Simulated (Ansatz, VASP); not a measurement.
**BN in VASP and in Ansatz**

```
CELL_PARAMETERS angstrom
0.00000 3.51846 2.18044
1.25992 0.00000 2.18044
1.25992 3.51846 0.00000
ATOMIC_POSITIONS crystal
N 0.66665 0.66665 0.33335
B 0.00005 0.00005 0.99995
```

Change from the starting cell: volume scaled by 1.02.

Alike in both runs: task single point; functional LDA; k mesh 13 × 13 × 13; occupations fermi-dirac, width 0.05 eV; no spin polarisation.

```csv
,VASP,Ansatz
version,VASP 6.6.1,Ansatz 0.2.0
potentials or method,"VASP PAW LDA potentials, release 64 (N, B), cutoff 520 eV","all-electron LAPW, scalar-relativistic"
```

Ansatz gave:

* gap on the k mesh at the Fermi level (eV): 3.69
* least direct gap on the mesh (eV): 4.47
* pressure (GPa): -8.4
* traceless stress, the component that is largest in VASP (GPa): 7.23
* rms of the force components (eV/Å): 0.005

**Question.** Which values does VASP return?

**Answer.** gap on the k mesh at the Fermi level (eV): 3.68; least direct gap on the mesh (eV): 4.46; pressure (GPa): -8.1; traceless stress, the component that is largest in VASP (GPa): 6.79; rms of the force components (eV/Å): 0.006.

LDA's correlation is that of Perdew and Zunger in VASP and of Perdew and Wang (1992) in Ansatz. Atom by atom the forces differ by 0.000 eV/Å (rms over components). Ansatz ran all-electron here, and VASP with PAW potentials.
